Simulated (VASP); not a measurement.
Set up this calculation in VASP 6.6.1, as the native input.

```yaml
Task: single point
Functional: r2SCAN
Potentials_or_basis: VASP PAW PBE potentials, release 64 (K_sv, I)
Cutoff: 550 eV
k_mesh: 6 × 6 × 6
Occupations: gaussian, width 0.01 eV
Spin: no spin polarisation
Dipole_correction: no
Further_INCAR_settings: ALGO = Normal; EDIFF = 1e-06; NBANDS = 15
```

KI:

```
K I
1.0
     4.29094    0.00000    0.00000
     0.00000    4.29094    0.00000
     0.00000    0.00000    4.29094
K I
1 1
Direct
  0.00000 0.00000 0.00000
  0.50000 0.50000 0.50000
```

These files were run (other wordings do the same):

POSCAR

```
KI
1.0
    4.2909401558      0.0000000000      0.0000000000
    0.0000000000      4.2909401558      0.0000000000
    0.0000000000      0.0000000000      4.2909401558
K I
1 1
Direct
    0.0000000000      0.0000000000      0.0000000000
    0.5000000000      0.5000000000      0.5000000000
```

INCAR.step1

```
SYSTEM = KI
PREC = Accurate
ENCUT = 550
ISMEAR = 0
SIGMA = 0.01
LREAL = .FALSE.
LASPH = .TRUE.
NELM = 120
NBANDS = 15
GGA = PE
ALGO = Normal
EDIFF = 1E-5
LWAVE = .TRUE.
LCHARG = .FALSE.
GGA_COMPAT = .FALSE.
```

INCAR.step2

```
SYSTEM = KI
PREC = Accurate
ENCUT = 550
EDIFF = 1E-6
ISMEAR = 0
SIGMA = 0.01
LREAL = .FALSE.
LASPH = .TRUE.
NELM = 120
ALGO = Normal
ISIF = 2
LWAVE = .FALSE.
LCHARG = .FALSE.
METAGGA = R2SCAN
LMIXTAU = .TRUE.
NBANDS = 15
ISTART = 1
GGA_COMPAT = .FALSE.
```

KPOINTS

```
Automatic mesh
0
G
  6 6 6
  0 0 0
```

Potentials or basis: VASP PAW PBE potentials, release 64 (K_sv, I).

Run with:

```sh
$ cat potpaw_PBE.64/K_sv/POTCAR potpaw_PBE.64/I/POTCAR > POTCAR
$ cp INCAR.step1 INCAR
$ mpirun -np 1 vasp_std > vasp.out
$ cp INCAR.step2 INCAR
$ mpirun -np 1 vasp_std > vasp.out
```

Results of the run:

```yaml
Pressure: 0.0 GPa
Band_gap_on_the_k_mesh: 4.04 eV, indirect (least direct gap 4.41 eV)
```

Caveat: the PAW data sets were made with another functional, which shifts forces and pressure a little; spin-orbit coupling is left out, which moves the levels of the heavy elements.

Run time: 35 s on 1 thread of Intel(R) Xeon(R) 6975P-C (Granite Rapids) (shared host), peak memory 0.22 GiB.
